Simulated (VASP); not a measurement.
# HfN (I4/mmm) in VASP: further runs

HfN is run at these levels: PBEsol; tasks: single point.

All numbers are computed with VASP 6.6.1; they aren't measurements. Logs are shortened: lines on timing, memory, paths and dates and some standing lists are left out, and cuts for length are marked.

**1. The cell of the first run**

Symmetry: I4/mmm, No. 139, tetragonal system. Conventional cell: a = 3.067 Å, b = 3.067 Å, c = 4.157 Å, α = 90.00°, β = 90.00°, γ = 90.00°. Within 2.8 Å of Hf (site symmetry 4/mmm) lie 6 N at 2.08 to 2.17 Å. N (site symmetry 4/mmm) has 6 Hf at 2.08 to 2.17 Å within 2.8 Å.

**2. Single point, PBEsol (strain -0.040 along x and y, -0.080 along z)**

INCAR

```
SYSTEM = HfN
PREC = Accurate
ENCUT = 520
EDIFF = 1E-6
ISMEAR = 0
SIGMA = 0.15
LREAL = .FALSE.
LASPH = .TRUE.
NELM = 100
ALGO = Normal
ISIF = 2
LWAVE = .FALSE.
LCHARG = .FALSE.
GGA = PS
NBANDS = 14
```

KPOINTS

```
Automatic mesh
0
G
  18 18 18
  0 0 0
```

POSCAR

```
HfN
1.0
    0.0000000000      2.1686400000      2.0782800000
    2.1686400000      0.0000000000      2.0782800000
    2.1686400000      2.1686400000      0.0000000000
Hf N
1 1
Direct
    0.0000000000      0.0000000000      0.0000000000
    0.5000000000      0.5000000000      0.5000000000
```

Potentials or basis: VASP PAW PBE potentials, release 64 (Hf_pv, N).

Command:

```sh
cat potpaw_PBE.64/Hf_pv/POTCAR potpaw_PBE.64/N/POTCAR > POTCAR
mpirun -np 1 vasp_std > vasp.out
```

OUTCAR:

```text
SYSTEM = HfN
   PREC = Accurate
   ENCUT = 520
   EDIFF = 1E-6
   ISMEAR = 0
   LREAL = .FALSE.
   LASPH = .TRUE.
   NELM = 100
   ISIF = 2
   GGA = PS

 ion  position               nearest neighbor table
   1  0.000  0.000  0.000-   2 2.08   2 2.08   2 2.17   2 2.17   2 2.17   2 2.17
   2  0.500  0.500  0.500-   1 2.08   1 2.08   1 2.17   1 2.17   1 2.17   1 2.17

  LATTYP: Found a body centered tetragonal cell.
 ALAT       =     3.0669200999
 C/A-ratio  =     1.3552879973

  Lattice vectors:

 A1 = (   0.0000000000,  -2.1686400000,  -2.0782800000)
 A2 = (   0.0000000000,   2.1686400000,  -2.0782800000)
 A3 = (   2.1686400000,   0.0000000000,   2.0782800000)

Analysis of symmetry for initial positions (statically):
=====================================================================
 Subroutine PRICEL returns:
 Original cell was already a primitive cell.

 Routine SETGRP: Setting up the symmetry group for a
 body centered tetragonal supercell.

 Subroutine GETGRP returns: Found 16 space group operations
 (whereof 16 operations were pure point group operations)
 out of a pool of 16 trial point group operations.

The static configuration has the point symmetry D_4h.

Analysis of symmetry for dynamics (positions and initial velocities):
=====================================================================
 Subroutine PRICEL returns:
 Original cell was already a primitive cell.

 Routine SETGRP: Setting up the symmetry group for a
 body centered tetragonal supercell.

 Subroutine GETGRP returns: Found 16 space group operations
 (whereof 16 operations were pure point group operations)
 out of a pool of 16 trial point group operations.

The dynamic configuration has the point symmetry D_4h.

 Subroutine INISYM returns: Found 16 space group operations
 (whereof 16 operations are pure point group operations),
 and found     1 'primitive' translations

----------------------------------------------------------------------------------------

                                     Primitive cell

  volume of cell :      19.5483

  direct lattice vectors                    reciprocal lattice vectors
     0.000000000  2.168640000  2.078280000    -0.230559245  0.230559245  0.240583559
     2.168640000  0.000000000  2.078280000     0.230559245 -0.230559245  0.240583559
     2.168640000  2.168640000  0.000000000     0.230559245  0.230559245 -0.240583559

  length of vectors
     3.003705579  3.003705579  3.066920100     0.405210537  0.405210537  0.405210537

  position of ions in fractional coordinates (direct lattice)
     0.000000000  0.000000000  0.000000000
     0.500000000  0.500000000  0.500000000

  ion indices of the primitive-cell ions
   primitive index   ion index
                 1           1
                 2           2

----------------------------------------------------------------------------------------

 KPOINTS: Automatic mesh

Automatic generation of k-mesh.
 Grid dimensions read from file:
 generate k-points for:   18   18   18

 Generating k-lattice:

  Cartesian coordinates                     Fractional coordinates (reciprocal lattice)
    -0.012808847  0.012808847  0.013365753     0.055555556  0.000000000  0.000000000
     0.012808847 -0.012808847  0.013365753     0.000000000  0.055555556  0.000000000
     0.012808847  0.012808847 -0.013365753     0.000000000  0.000000000  0.055555556

  Length of vectors
     0.022511697  0.022511697  0.022511697

  Shift w.r.t. Gamma in fractional coordinates (k-lattice)
     0.000000000  0.000000000  0.000000000

 Subroutine IBZKPT returns following result:
 ===========================================

 Found    480 irreducible k-points:

 Following reciprocal coordinates:
            Coordinates               Weight
  0.000000  0.000000  0.000000      1.000000
  0.055556 -0.000000  0.000000      8.000000
  0.111111 -0.000000  0.000000      8.000000
  0.166667 -0.000000  0.000000      8.000000
  0.222222 -0.000000  0.000000      8.000000
  0.277778  0.000000  0.000000      8.000000
[... 16 lines left out ...]
 -0.277778  0.055556  0.000000      8.000000
 -0.222222  0.055556  0.000000      8.000000
 [... further k-points ...]
   k-points           NKPTS =    480   k-points in BZ     NKDIM =    480   number of bands    NBANDS=     14
   number of dos      NEDOS =    301   number of ions     NIONS =      2
   total plane-waves  NPLWV =  13824
   dimension x,y,z NGX =    24 NGY =   24 NGZ =   24
   dimension x,y,z NGXF=    48 NGYF=   48 NGZF=   48
   ions per type =               1   1
   NGX,Y,Z   is equivalent  to a cutoff of  13.28, 13.28, 13.01 a.u.
   NGXF,Y,Z  is equivalent  to a cutoff of  26.57, 26.57, 26.02 a.u.
 SYSTEM =  HfN
   PREC   = accura    normal or accurate (medium, high low for compatibility)
   ISTART =      0    job   : 0-new  1-cont  2-samecut
   ICHARG =      2    charge: 1-file 2-atom 10-const
   ISPIN  =      1    spin polarized calculation?
   LNONCOLLINEAR =      F non collinear calculations
   LSORBIT =      F    spin-orbit coupling
   LASPH  =      T    aspherical Exc in radial PAW
   ENCUT  =  520.0 eV  38.22 Ry    6.18 a.u.   5.58  5.58  5.70*2*pi/ulx,y,z
   NELM   =    100;   NELMIN=  2; NELMDL= -5     # of ELM steps
   EDIFF  = 0.1E-05   stopping-criterion for ELM
   LREAL  =      F    real-space projection
   EDIFFG = 0.1E-04   stopping-criterion for IOM
   NSW    =      0    number of steps for IOM
   IBRION =     -1    ionic relax: 0-MD 1-quasi-New 2-CG
   NFREE  =      0    steps in history (QN), initial steepest desc. (CG)
   ISIF   =      2    stress and relaxation
   ISYM   =      2    0-nonsym 1-usesym 2-fastsym
   POTIM  = 0.5000    time-step for ionic-motion
   TEBEG  =    0.0;   TEEND  =   0.0 temperature during run
   PSTRESS=    0.0 pullay stress
   NELECT =      15.0000    total number of electrons
   NUPDOWN=      -1.0000    fix difference up-down
   EMIN   =  10.00;   EMAX   =-10.00  energy-range for DOS
   EFERMI =   0.00;   METHOD = LEGACY
   ISMEAR =     0;   SIGMA  =   0.15  broadening in eV -4-tet -1-fermi 0-gaus
   EFERMI_NEDOS =   21; number of points for ismear=-14 and -15
   IALGO  =     38    algorithm
   IMIX   =      4    mixing-type and parameters
     AMIX     =   0.40;   BMIX     =  1.00
     AMIX_MAG =   1.60;   BMIX_MAG =  1.00
  volume/ion in A,a.u.               =       9.77        65.96
  Fermi-wavevector in a.u.,A,eV,Ry     =   1.498772  2.832269 30.563008  2.246318
  Thomas-Fermi vector in A             =   2.610488
   LORBIT       =      0    0 simple, 1 ext, 2 COOP (PROOUT), +10 PAW based schemes
   GGA     = PS    functional components
   LHFCALC =     F    Hartree Fock is set to
   AEXX    =    0.0000 exact exchange contribution
   IVDW    =     0    specifies the selected vdW correction
   LEPSILON=     F    determine dielectric tensor
   LRPA    =     F    only Hartree local field effects (RPA)
 non-spin polarized calculation
 Gauss-broadening in eV      SIGMA  =   0.15
  energy-cutoff  :      520.00
  volume of cell :       19.55
 maximum number of plane-waves:       542
   NGX = 11   NGY = 11   NGZ = 11

 number of electron      14.9999997 magnetization

 Free energy of the ion-electron system (eV)
  ---------------------------------------------------
  ext. energy  EPLUGINS =         0.00000000
  ---------------------------------------------------
  free energy    TOTEN  =       -22.42021214 eV

  energy without entropy =      -22.41517789  energy(sigma->0) =      -22.41769501

 E-fermi :   9.7157     XC(G=0): -13.7750

 val. band max:        9.7132665234   @ k =  -0.0556   0.0000   0.0556
 cond. band min:       9.7231339156   @ k =   0.0556  -0.0000   0.0000
 fundamental gap:      0.0098673921
 Fermi energy:         9.7156566902

 k-point     1 :       0.0000    0.0000    0.0000
  band No.  band energies     occupation
      1     -20.6660      2.00000
      2     -20.6560      2.00000
      3     -20.6560      2.00000
      4      -8.6751      2.00000
      5       6.4625      2.00000
      6       6.4625      2.00000
      7       6.8537      2.00000
      8       9.0558      2.00000
      9       9.0558      2.00000
     10       9.6252      1.60599
     11      11.7012      0.00000
     12      11.8227      0.00000
     13      13.9932      0.00000
     14      19.6990      0.00000

 k-point     2 :       0.0556   -0.0000    0.0000
  band No.  band energies     occupation
      1     -20.7235      2.00000
      2     -20.6645      2.00000
      3     -20.6620      2.00000
      4      -8.5678      2.00000
      5       6.1300      2.00000
      6       6.2111      2.00000
      7       6.5690      2.00000
      8       9.2074      2.00000
      9       9.2111      2.00000
     10       9.7231      0.94380
     11      12.0052      0.00000
     12      12.1262      0.00000
     13      14.2371      0.00000
     14      19.9995      0.00000

 k-point     3 :       0.1111   -0.0000    0.0000
  band No.  band energies     occupation
      1     -20.9006      2.00000
      2     -20.6791      2.00000
      3     -20.6726      2.00000
      4      -8.2603      2.00000
      5       5.3210      2.00000
      6       5.6277      2.00000
      7       5.9327      2.00000
      8       9.5300      1.91992
      9       9.5940      1.74860
     10       9.9719      0.01571
     11      12.8070      0.00000
     12      12.9102      0.00000
     13      14.9002      0.00000
     14      20.8516      0.00000

 k-point     4 :       0.1667   -0.0000    0.0000
  band No.  band energies     occupation
      1     -21.1599      2.00000
      2     -20.7053      2.00000
      3     -20.6845      2.00000
      4      -7.7906      2.00000
      5       4.3151      2.00000
      6       4.9457      2.00000
      7       5.1973      2.00000
      8       9.8722      0.13986
      9      10.1563      0.00003
     10      10.3895      0.00000
     11      13.9084      0.00000
     12      13.9407      0.00000
     13      15.8354      0.00000
     14      22.1155      0.00000

 k-point     5 :       0.2222   -0.0000    0.0000
  band No.  band energies     occupation
      1     -21.4598      2.00000
      2     -20.7371      2.00000
      3     -20.6989      2.00000
      4      -7.2093      2.00000
      5       3.2684      2.00000
      6       4.2879      2.00000
      7       4.4870      2.00000
      8      10.2541      0.00000
      9      10.8772      0.00000
     10      10.9962      0.00000
     11      15.0190      0.00000
[... 276 lines left out ...]
 k-point    22 :      -0.3333    0.0556    0.0000
  band No.  band energies     occupation
      1     -22.0749      2.00000
      2     -20.7980      2.00000
      3     -20.7962      2.00000
      4      -5.8202      2.00000
      5       1.0932      2.00000
      6       3.0417      2.00000
      7       3.5695      2.00000
      8      11.4374      0.00000
      9      12.5012      0.00000
     10      13.4752      0.00000
     11      16.6925      0.00000
     12      18.6241      0.00000
     13      18.6891      0.00000
     14      22.7536      0.00000

 k-point    23 :      -0.2778    0.0556    0.0000
  band No.  band energies     occupation
      1     -21.8261      2.00000
      2     -20.7890      2.00000
      3     -20.7612      2.00000
      4      -6.4180      2.00000
      5       1.8850      2.00000
      6       3.4195      2.00000
      7       4.0987      2.00000
      8      10.7217      0.00000
      9      11.5625      0.00000
     10      12.7690      0.00000
     11      16.5198      0.00000
     12      17.3332      0.00000
     13      17.5339      0.00000
     14      22.7724      0.00000

 k-point    24 :      -0.2222    0.0556    0.0000
  band No.  band energies     occupation
      1     -21.5384      2.00000
      2     -20.7739      2.00000
      3     -20.7262      2.00000
      4      -7.0311      2.00000
      5       2.7795      2.00000
      6       3.9162      2.00000
      7       4.7203      2.00000
      8      10.1820      0.00001
      9      10.7175      0.00000
     10      12.0149      0.00000
     11      15.7731      0.00000
     12      16.1946      0.00000
     13      16.2680      0.00000
     14      22.7836      0.00000

 [... further k-points ...]
[... 5 lines left out ...]
  --------------------------------------------------------------------------------------
  -------------------------------------------------------------------------------------
  Total        5.5506797      5.5506797     11.0836890      0.0000000      0.0000000      0.0000000
  in kB      454.9333393    454.9333393    908.4184197      0.0000000      0.0000000      0.0000000
  external PRESSURE =     606.0950328 kB  Pullay stress =       0.0000000 kB

 VOLUME and BASIS-vectors are now :
 -----------------------------------------------------------------------------
  energy-cutoff  :      520.00
  volume of cell :       19.55
      direct lattice vectors                 reciprocal lattice vectors
     0.000000000  2.168640000  2.078280000    -0.230559245  0.230559245  0.240583559
     2.168640000  0.000000000  2.078280000     0.230559245 -0.230559245  0.240583559
     2.168640000  2.168640000  0.000000000     0.230559245  0.230559245 -0.240583559

 POSITION                                       TOTAL-FORCE (eV/Angst)
 -----------------------------------------------------------------------------------
      0.00000      0.00000      0.00000        -0.000000      0.000000      0.000000
      2.16864      2.16864      2.07828         0.000000     -0.000000      0.000000
 -----------------------------------------------------------------------------------
    total drift:                                0.000000     -0.000000     -0.000000

  FREE ENERGIE OF THE ION-ELECTRON SYSTEM (eV)
  ---------------------------------------------------
  free  energy   TOTEN  =       -22.4202121374 eV

  energy  without entropy=      -22.4151778868  energy(sigma->0) =      -22.41769501
```

Run time: 2 min. Hardware: 1 thread of Intel Xeon 8259CL, shared host; peak memory 0.26 GiB.

What came out:

```yaml
Free_energy: -22.4202 eV
Pressure: 60.6 GPa
Band_gap_on_the_k_mesh: zero (an odd number of electrons rules out a gap without spin polarisation)
```

Caveat: the cell differs from its parent crystal (strain -0.040 along x and y, -0.080 along z); the cell stands under pressure; the PAW data sets were made with another functional, which shifts forces and pressure a little; spin-orbit coupling is left out, which moves the levels of the heavy elements.

**3. Single point, PBEsol (strain -0.080 along x and y, +0.040 along z)**

INCAR

```
PREC     = Accurate       # precision mode
ENCUT    = 520            # plane-wave cutoff, eV
EDIFF    = 1E-6           # SCF threshold, eV
ISMEAR   = 0              # smearing method
SIGMA    = 0.15           # smearing width, eV
LREAL    = F              # projectors in reciprocal space
LASPH    = T              # aspherical terms in the spheres
NELM     = 100            # most SCF steps
ALGO     = Normal         # electronic algorithm
ISIF     = 2              # what is computed and relaxed
LWAVE    = F              # write WAVECAR
LCHARG   = F              # write CHGCAR
GGA      = PS             # functional
NBANDS   = 14             # bands
```

KPOINTS

```
Automatic mesh
0
Gamma
  18 18 18
```

POSCAR

```
HfN
1.0
    0.0000000000      2.0782800000      2.3493600000
    2.0782800000      0.0000000000      2.3493600000
    2.0782800000      2.0782800000      0.0000000000
Hf N
1 1
Direct
    0.0000000000      0.0000000000      0.0000000000
    0.5000000000      0.5000000000      0.5000000000
```

Potentials or basis: VASP PAW PBE potentials, release 64 (Hf_pv, N).

Command:

```sh
cat potpaw_PBE.64/Hf_pv/POTCAR potpaw_PBE.64/N/POTCAR > POTCAR
mpirun -np 1 vasp_std > vasp.out
```

Wall time 2.5 min (1 thread of Intel Xeon 8259CL, shared host); peak memory 0.26 GiB.

The run converged. Its results:

| Property | Result |
| --- | --- |
| Free energy | -22.2232 eV |
| Pressure | 53.5 GPa |
| Band gap on the k mesh | zero (an odd number of electrons rules out a gap without spin polarisation) |

Stress tensor (GPa, compression positive):
```
84.32  0.00  0.00
 0.00 84.32  0.00
 0.00  0.00 -8.13
```

Levels at points of the mesh, in eV from the Fermi level:
```csv
k point,band 6,band 7,band 8,band 9,band 10,band 11
"(0.00, 0.00, 0.00)",-2.84,-2.84,-1.50,-0.39,0.16,0.16
"(0.50, 0.00, 0.00)",-7.13,-6.94,4.00,4.15,4.89,5.09
"(0.50, 0.50, 0.00)",-4.28,-3.25,-3.25,4.87,6.44,6.44
"(0.50, 0.00, 0.50)",-4.52,-4.26,-3.36,3.85,5.23,7.70
```

Caveat: the cell differs from its parent crystal (strain -0.080 along x and y, +0.040 along z); the cell stands under pressure; the PAW data sets were made with another functional, which shifts forces and pressure a little; spin-orbit coupling is left out, which moves the levels of the heavy elements.
